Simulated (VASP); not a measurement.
Set up this calculation in VASP 6.6.1, as the native input.

- Task: single point
- Functional: PBE
- Dispersion: D3(BJ)
- Potentials or basis: VASP PAW PBE potentials, release 64 (Al, C, O, H)
- Cutoff: 520 eV
- k mesh: 3 × 3 × 1
- Occupations: gaussian, width 0.1 eV
- Spin: no spin polarisation
- Dipole correction: yes
- Further INCAR settings: LREAL = Auto; ALGO = Normal; EDIFF = 1e-06; NBANDS = 72

The structure of Al27H4C2O lies in POSCAR:

```
Al27H4C2O
1.0
    8.4486369609      0.0000000000      0.0000000000
   -4.2243184805      7.3167342355      0.0000000000
    0.0000000000      0.0000000000     25.3168554614
Al C O H
27 2 1 4
Direct
    0.2222222222      0.1111111111      0.3159950102
    0.2222222222      0.4444444444      0.3159950102
    0.2222222222      0.7777777778      0.3159950102
    0.5555555556      0.1111111111      0.3159950102
    0.5555555556      0.4444444444      0.3159950102
    0.5555555556      0.7777777778      0.3159950102
    0.8888888889      0.1111111111      0.3159950102
    0.8888888889      0.4444444444      0.3159950102
    0.8888888889      0.7777777778      0.3159950102
    0.4426264124      0.2205375010      0.4099738378
    0.4457342523      0.5600017434      0.4100145676
    0.4486336699      0.8954343243      0.4183028050
    0.7770763934      0.2205441602      0.4098744553
    0.7790600724      0.5576361656      0.4102248896
    0.7753017340      0.8876638385      0.4109248508
    0.1101409953      0.2214212584      0.4105365663
    0.1134728470      0.5597889373      0.4099858325
    0.1132783604      0.8876120120      0.4115519365
    0.6640639361      0.3293044521      0.5008621510
    0.6633435603      0.6618500786      0.5040597870
    0.6718504690     -0.0047078910      0.5224634326
   -0.0041414133      0.3286155091      0.5032734922
   -0.0039750057      0.6608603714      0.5043882025
   -0.0033150128     -0.0029603983      0.5047607538
    0.3308055354      0.3288081453      0.5030427838
    0.3279225222      0.6567332196      0.5041387435
    0.3215000567     -0.0053283308      0.5211512969
    0.4558165610      0.1553544707      0.6301814688
    0.4315010705     -0.0017557138      0.5955014154
    0.6003129510      0.0033924116      0.5876094939
    0.3235357665      0.1455674595      0.6385248010
    0.5445398540      0.2883617121      0.6110667824
    0.5203779534      0.1553441415      0.6679840088
    0.3329625924     -0.1338584791      0.6138773606
```

These files were run (other wordings do the same):

INCAR

```
ALGO = Normal
DIPOL = 0.5 0.5 0.455
EDIFF = 1E-6
ENCUT = 520
GGA = PE
IDIPOL = 3
ISIF = 2
ISMEAR = 0
IVDW = 12
LASPH = T
LCHARG = T
LDIPOL = T
LELF = T
LREAL = Auto
LVACPOTAV = T
LVHAR = T
LWAVE = F
NBANDS = 72
NELM = 100
PREC = Accurate
SIGMA = 0.1
```

KPOINTS

```
k-points
0
Gamma
  3 3 1
```

Potentials or basis: VASP PAW PBE potentials, release 64 (Al, C, O, H).

Run with:

```console
$ cat potpaw_PBE.64/Al/POTCAR potpaw_PBE.64/C/POTCAR potpaw_PBE.64/O/POTCAR potpaw_PBE.64/H/POTCAR > POTCAR
$ mpirun -np 1 vasp_std > vasp.out
```

Results of the run:

```yaml
Largest_force: 0.125 eV/Å
Band_gap_on_the_k_mesh: zero (an odd number of electrons rules out a gap without spin polarisation)
Dispersion_energy_per_atom: -0.196 eV
```

Wall time 52 min on 1 thread of Oxide Virtual Turin-like Processor, with other jobs on the host, peak memory 1.6 GiB.
